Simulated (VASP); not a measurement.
# Y (P6_3/mmc) in VASP: notebook

The runs below take Y through single point, with PBE.

Everything below comes from runs of VASP 6.6.1. Logs are shortened: lines on timing, memory, paths and dates and some standing lists are left out, and cuts for length are marked.

**1. The cell of the first run**

It takes space group P6_3/mmc (No. 194, hexagonal). The conventional cell has a = 3.647 Å, b = 3.647 Å, c = 5.731 Å, α = 90.00°, β = 90.00°, γ = 120.00°. Within 4.7 Å of Y (site symmetry -6m2) lie 12 Y at 3.56 to 3.65 Å.

**2. Single point, PBE**

INCAR

```
SYSTEM = Y
PREC = Accurate
ENCUT = 520
EDIFF = 1E-6
ISMEAR = 1
SIGMA = 0.1
LREAL = .FALSE.
LASPH = .TRUE.
NELM = 80
ALGO = Normal
ISIF = 2
LWAVE = .FALSE.
LCHARG = .TRUE.
GGA = PE
LELF = .TRUE.
LVHAR = .TRUE.
NBANDS = 18
```

KPOINTS

```
regular mesh
0
G
  9 9 5
  0 0 0
```

POSCAR

```
Y
1.0
    3.6474000000      0.0000000000      0.0000000000
   -1.8237000000      3.1587410600      0.0000000000
    0.0000000000      0.0000000000      5.7306000000
Y
2
Direct
    0.3333333333      0.6666666667      0.2500000000
    0.6666666667      0.3333333333      0.7500000000
```

Potentials or basis: VASP PAW PBE potentials, release 64 (Y_sv).

The run is started by

```bash
cat potpaw_PBE.64/Y_sv/POTCAR > POTCAR
mpirun -np 1 vasp_std > vasp.out
```

OUTCAR:

```text
SYSTEM = Y
   PREC = Accurate
   ENCUT = 520
   EDIFF = 1E-6
   ISMEAR = 1
   LREAL = .FALSE.
   LASPH = .TRUE.
   NELM = 80
   ISIF = 2
   GGA = PE

 ion  position               nearest neighbor table
   1  0.333  0.667  0.250-   2 3.56   2 3.56   2 3.56   2 3.56   2 3.56   2 3.56
   2  0.667  0.333  0.750-   1 3.56   1 3.56   1 3.56   1 3.56   1 3.56   1 3.56

  LATTYP: Found a hexagonal cell.
 ALAT       =     3.6474000000
 C/A-ratio  =     1.5711465702

  Lattice vectors:

 A1 = (   3.6474000000,   0.0000000000,   0.0000000000)
 A2 = (  -1.8237000000,   3.1587410600,   0.0000000000)
 A3 = (   0.0000000000,   0.0000000000,   5.7306000000)

Analysis of symmetry for initial positions (statically):
=====================================================================
 Subroutine PRICEL returns:
 Original cell was already a primitive cell.

 Routine SETGRP: Setting up the symmetry group for a
 hexagonal supercell.

 Subroutine GETGRP returns: Found 24 space group operations
 (whereof 12 operations were pure point group operations)
 out of a pool of 24 trial point group operations.

The static configuration has the point symmetry D_3d.
 The point group associated with its full space group is D_6h.

Analysis of symmetry for dynamics (positions and initial velocities):
=====================================================================
 Subroutine PRICEL returns:
 Original cell was already a primitive cell.

 Routine SETGRP: Setting up the symmetry group for a
 hexagonal supercell.

 Subroutine GETGRP returns: Found 24 space group operations
 (whereof 12 operations were pure point group operations)
 out of a pool of 24 trial point group operations.

The dynamic configuration has the point symmetry D_3d.
 The point group associated with its full space group is D_6h.

 Subroutine INISYM returns: Found 24 space group operations
 (whereof 12 operations are pure point group operations),
 and found     1 'primitive' translations

----------------------------------------------------------------------------------------

                                     Primitive cell

  volume of cell :      66.0233

  direct lattice vectors                    reciprocal lattice vectors
     3.647400000  0.000000000  0.000000000     0.274167900  0.158290911  0.000000000
    -1.823700000  3.158741060  0.000000000     0.000000000  0.316581822  0.000000000
     0.000000000  0.000000000  5.730600000     0.000000000  0.000000000  0.174501797

  length of vectors
     3.647400000  3.647400002  5.730600000     0.316581822  0.316581822  0.174501797

  position of ions in fractional coordinates (direct lattice)
     0.333333333  0.666666667  0.250000000
     0.666666667  0.333333333  0.750000000

  ion indices of the primitive-cell ions
   primitive index   ion index
                 1           1
                 2           2

----------------------------------------------------------------------------------------

 KPOINTS: regular mesh

Automatic generation of k-mesh.
 Grid dimensions read from file:
 generate k-points for:    9    9    5

 Generating k-lattice:

  Cartesian coordinates                     Fractional coordinates (reciprocal lattice)
     0.030463100  0.017587879  0.000000000     0.111111111  0.000000000  0.000000000
     0.000000000  0.035175758  0.000000000     0.000000000  0.111111111  0.000000000
     0.000000000  0.000000000  0.034900359     0.000000000  0.000000000  0.200000000

  Length of vectors
     0.035175758  0.035175758  0.034900359

  Shift w.r.t. Gamma in fractional coordinates (k-lattice)
     0.000000000  0.000000000  0.000000000

 Subroutine IBZKPT returns following result:
 ===========================================

 Found     36 irreducible k-points:

 Following reciprocal coordinates:
            Coordinates               Weight
  0.000000  0.000000  0.000000      1.000000
  0.111111 -0.000000  0.000000      6.000000
  0.222222 -0.000000  0.000000      6.000000
  0.333333 -0.000000  0.000000      6.000000
  0.444444 -0.000000  0.000000      6.000000
  0.111111  0.111111  0.000000      6.000000
[... 16 lines left out ...]
  0.333333  0.222222  0.200000     24.000000
  0.333333  0.333333  0.200000      4.000000
 [... further k-points ...]
   k-points           NKPTS =     36   k-points in BZ     NKDIM =     36   number of bands    NBANDS=     18
   number of dos      NEDOS =    301   number of ions     NIONS =      2
   total plane-waves  NPLWV =  37632
   dimension x,y,z NGX =    28 NGY =   28 NGZ =   48
   dimension x,y,z NGXF=    56 NGYF=   56 NGZF=   96
   ions per type =               2
   NGX,Y,Z   is equivalent  to a cutoff of  12.76, 12.76, 13.92 a.u.
   NGXF,Y,Z  is equivalent  to a cutoff of  25.52, 25.52, 27.85 a.u.
 SYSTEM =  Y
   PREC   = accura    normal or accurate (medium, high low for compatibility)
   ISTART =      0    job   : 0-new  1-cont  2-samecut
   ICHARG =      2    charge: 1-file 2-atom 10-const
   ISPIN  =      1    spin polarized calculation?
   LNONCOLLINEAR =      F non collinear calculations
   LSORBIT =      F    spin-orbit coupling
   LASPH  =      T    aspherical Exc in radial PAW
   ENCUT  =  520.0 eV  38.22 Ry    6.18 a.u.   6.78  6.78 10.66*2*pi/ulx,y,z
   NELM   =     80;   NELMIN=  2; NELMDL= -5     # of ELM steps
   EDIFF  = 0.1E-05   stopping-criterion for ELM
   LREAL  =      F    real-space projection
   EDIFFG = 0.1E-04   stopping-criterion for IOM
   NSW    =      0    number of steps for IOM
   IBRION =     -1    ionic relax: 0-MD 1-quasi-New 2-CG
   NFREE  =      0    steps in history (QN), initial steepest desc. (CG)
   ISIF   =      2    stress and relaxation
   ISYM   =      2    0-nonsym 1-usesym 2-fastsym
   POTIM  = 0.5000    time-step for ionic-motion
   TEBEG  =    0.0;   TEEND  =   0.0 temperature during run
   PSTRESS=    0.0 pullay stress
   NELECT =      22.0000    total number of electrons
   NUPDOWN=      -1.0000    fix difference up-down
   EMIN   =  10.00;   EMAX   =-10.00  energy-range for DOS
   EFERMI =   0.00;   METHOD = LEGACY
   ISMEAR =     1;   SIGMA  =   0.10  broadening in eV -4-tet -1-fermi 0-gaus
   EFERMI_NEDOS =   21; number of points for ismear=-14 and -15
   IALGO  =     38    algorithm
   IMIX   =      4    mixing-type and parameters
     AMIX     =   0.40;   BMIX     =  1.00
     AMIX_MAG =   1.60;   BMIX_MAG =  1.00
  volume/ion in A,a.u.               =      33.01       222.77
  Fermi-wavevector in a.u.,A,eV,Ry     =   1.134967  2.144777 17.526345  1.288150
  Thomas-Fermi vector in A             =   2.271671
   LORBIT       =      0    0 simple, 1 ext, 2 COOP (PROOUT), +10 PAW based schemes
   GGA     = PE    functional components
   LHFCALC =     F    Hartree Fock is set to
   AEXX    =    0.0000 exact exchange contribution
   IVDW    =     0    specifies the selected vdW correction
   LEPSILON=     F    determine dielectric tensor
   LRPA    =     F    only Hartree local field effects (RPA)
 non-spin polarized calculation
 Methfessel and Paxton  Order N= 1 SIGMA  =   0.10
  energy-cutoff  :      520.00
  volume of cell :       66.02
 maximum number of plane-waves:      1800
 NGX is ok and might be reduce to    28
   NGX = 13   NGY = 13   NGZ = 21

 number of electron      22.0000001 magnetization

 Free energy of the ion-electron system (eV)
  ---------------------------------------------------
  ext. energy  EPLUGINS =         0.00000000
  ---------------------------------------------------
  free energy    TOTEN  =       -12.86225391 eV

  energy without entropy =      -12.86175813  energy(sigma->0) =      -12.86208865

 E-fermi :   2.9705     XC(G=0):  -9.4073

 val. band max:        2.9503541173   @ k =   0.4444   0.1111   0.4000
 cond. band min:       2.9962009912   @ k =   0.2222   0.1111   0.4000
 fundamental gap:      0.0458468739
 Fermi energy:         2.9705385614

 k-point     1 :       0.0000    0.0000    0.0000
  band No.  band energies     occupation
      1     -39.7244      2.00000
      2     -39.6532      2.00000
      3     -19.9920      2.00000
      4     -19.5251      2.00000
      5     -19.5251      2.00000
      6     -19.4381      2.00000
[... 10 lines left out ...]
     17       5.7607      0.00000
     18       5.7607      0.00000

 k-point     2 :       0.1111   -0.0000    0.0000
  band No.  band energies     occupation
      1     -39.7185      2.00000
      2     -39.6511      2.00000
      3     -19.9707      2.00000
      4     -19.5681      2.00000
      5     -19.5397      2.00000
      6     -19.4831      2.00000
[... 10 lines left out ...]
     17       5.5283      0.00000
     18       5.5500      0.00000

 k-point     3 :       0.2222   -0.0000    0.0000
  band No.  band energies     occupation
      1     -39.7030      2.00000
      2     -39.6464      2.00000
      3     -19.9119      2.00000
      4     -19.6773      2.00000
      5     -19.5927      2.00000
      6     -19.5747      2.00000
[... 10 lines left out ...]
     17       5.9723      0.00000
     18       6.1963      0.00000

 k-point     4 :       0.3333   -0.0000    0.0000
  band No.  band energies     occupation
      1     -39.6836      2.00000
      2     -39.6426      2.00000
      3     -19.8312      2.00000
      4     -19.8022      2.00000
      5     -19.7108      2.00000
      6     -19.6125      2.00000
[... 10 lines left out ...]
     17       6.8093      0.00000
     18       7.1259      0.00000

 k-point     5 :       0.4444   -0.0000    0.0000
  band No.  band energies     occupation
      1     -39.6686      2.00000
      2     -39.6425      2.00000
      3     -19.8835      2.00000
      4     -19.7847      2.00000
      5     -19.7589      2.00000
      6     -19.6364      2.00000
[... 10 lines left out ...]
     17       8.0107      0.00000
     18       8.0644      0.00000

 k-point     6 :       0.1111    0.1111    0.0000
  band No.  band energies     occupation
      1     -39.7078      2.00000
      2     -39.6477      2.00000
      3     -19.9306      2.00000
      4     -19.6316      2.00000
      5     -19.5979      2.00000
      6     -19.5310      2.00000
[... 10 lines left out ...]
     17       5.6592      0.00000
     18       6.0903      0.00000

 k-point     7 :       0.2222    0.1111    0.0000
  band No.  band energies     occupation
      1     -39.6902      2.00000
      2     -39.6436      2.00000
      3     -19.8601      2.00000
      4     -19.7388      2.00000
      5     -19.6888      2.00000
      6     -19.5892      2.00000
[... 10 lines left out ...]
     17       6.4041      0.00000
     18       6.9948      0.00000

 k-point     8 :       0.3333    0.1111    0.0000
  band No.  band energies     occupation
      1     -39.6725      2.00000
      2     -39.6422      2.00000
      3     -19.8416      2.00000
      4     -19.7791      2.00000
      5     -19.7566      2.00000
      6     -19.6421      2.00000
[... 10 lines left out ...]
     17       7.4457      0.00000
     18       8.0563      0.00000
[... 229 lines left out ...]
     17       6.6149      0.00000
     18       6.9424      0.00000

 k-point    20 :       0.3333    0.1111    0.2000
  band No.  band energies     occupation
      1     -39.6696      2.00000
      2     -39.6451      2.00000
      3     -19.8883      2.00000
      4     -19.8051      2.00000
      5     -19.6969      2.00000
      6     -19.6301      2.00000
[... 10 lines left out ...]
     17       7.4752      0.00000
     18       7.6412      0.00000

 k-point    21 :       0.4444    0.1111    0.2000
  band No.  band energies     occupation
      1     -39.6618      2.00000
      2     -39.6452      2.00000
      3     -19.9151      2.00000
      4     -19.8300      2.00000
      5     -19.6953      2.00000
      6     -19.6277      2.00000
[... 10 lines left out ...]
     17       7.7113      0.00000
     18       8.1588      0.00000

 k-point    22 :       0.2222    0.2222    0.2000
  band No.  band energies     occupation
      1     -39.6709      2.00000
      2     -39.6451      2.00000
      3     -19.8534      2.00000
      4     -19.8042      2.00000
      5     -19.6734      2.00000
      6     -19.6582      2.00000
[... 10 lines left out ...]
     17       7.3730      0.00000
     18       7.6047      0.00000

 k-point    23 :       0.3333    0.2222    0.2000
  band No.  band energies     occupation
      1     -39.6587      2.00000
      2     -39.6457      2.00000
      3     -19.8659      2.00000
      4     -19.8149      2.00000
      5     -19.7309      2.00000
      6     -19.6351      2.00000
[... 10 lines left out ...]
     17       7.4036      0.00000
     18       8.1386      0.00000

 k-point    24 :       0.3333    0.3333    0.2000
  band No.  band energies     occupation
      1     -39.6502      2.00000
      2     -39.6502      2.00000
      3     -19.8098      2.00000
      4     -19.8041      2.00000
      5     -19.8041      2.00000
      6     -19.6566      2.00000
[... 10 lines left out ...]
     17       7.6267      0.00000
     18       7.6267      0.00000

 [... further k-points ...]
[... 5 lines left out ...]
  --------------------------------------------------------------------------------------
  -------------------------------------------------------------------------------------
  Total       -0.0365193     -0.0365193     -0.3023120      0.0000000      0.0000000      0.0000000
  in kB       -0.8862073     -0.8862073     -7.3361543      0.0000000      0.0000000      0.0000000
  external PRESSURE =      -3.0361896 kB  Pullay stress =       0.0000000 kB

 VOLUME and BASIS-vectors are now :
 -----------------------------------------------------------------------------
  energy-cutoff  :      520.00
  volume of cell :       66.02
      direct lattice vectors                 reciprocal lattice vectors
     3.647400000  0.000000000  0.000000000     0.274167900  0.158290911  0.000000000
    -1.823700000  3.158741060  0.000000000     0.000000000  0.316581822  0.000000000
     0.000000000  0.000000000  5.730600000     0.000000000  0.000000000  0.174501797

 POSITION                                       TOTAL-FORCE (eV/Angst)
 -----------------------------------------------------------------------------------
     -0.00000      2.10583      1.43265        -0.000000     -0.000000      0.000000
      1.82370      1.05291      4.29795         0.000000      0.000000      0.000000
 -----------------------------------------------------------------------------------
    total drift:                               -0.000000      0.000000     -0.000000

  FREE ENERGIE OF THE ION-ELECTRON SYSTEM (eV)
  ---------------------------------------------------
  free  energy   TOTEN  =       -12.8622539116 eV

  energy  without entropy=      -12.8617581260  energy(sigma->0) =      -12.86208865
```

It took 40 s on 1 thread of Intel Xeon 6975P-C, shared host; peak memory 0.21 GiB.

Results:

```
Free energy            : -12.8623 eV
Pressure               : -0.3 GPa
Band gap on the k mesh : zero (band 11 reaches 3.84 eV, above the bottom of band 12 at 2.53 eV)
```

Levels at points of the mesh, in eV from the Fermi level:
| k point | band 7 | band 8 | band 9 | band 10 | band 11 | band 12 | band 13 | band 14 | band 15 | band 16 |
| --- | --- | --- | --- | --- | --- | --- | --- | --- | --- | --- |
| (0.00, 0.00, 0.00) | -22.41 | -22.38 | -4.68 | -1.85 | 0.87 | 1.75 | 1.75 | 2.04 | 2.35 | 2.35 |

(Continued in part 2 of 2.)
